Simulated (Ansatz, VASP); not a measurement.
## Two plane-wave programs on Zr

```xyz
1
Lattice="-1.7874 1.7874 1.7874 1.7874 -1.7874 1.7874 1.7874 1.7874 -1.7874" Properties=species:S:1:pos:R:3 pbc="T T T"
Zr    0.0000    0.0000    0.0000
```

Alike in both runs: task electric field gradients; functional PBE; k mesh 16 × 16 × 16; occupations fermi-dirac, width 0.05 eV; no spin polarisation.

|  | VASP | Ansatz |
| --- | --- | --- |
| version | VASP 6.6.1 | Ansatz 0.2.0 |
| potentials or method | VASP PAW PBE potentials, release 64 (Zr_sv) | PAW with Ansatz's default frozen-core files, scalar-relativistic |
| plane-wave cutoff (eV) | 520 | 420 |
| valence electrons in the cell | 12 | 12 |

```csv
,VASP,Ansatz,Ansatz less VASP
pressure (GPa),0.0,0.0,-0.03
```
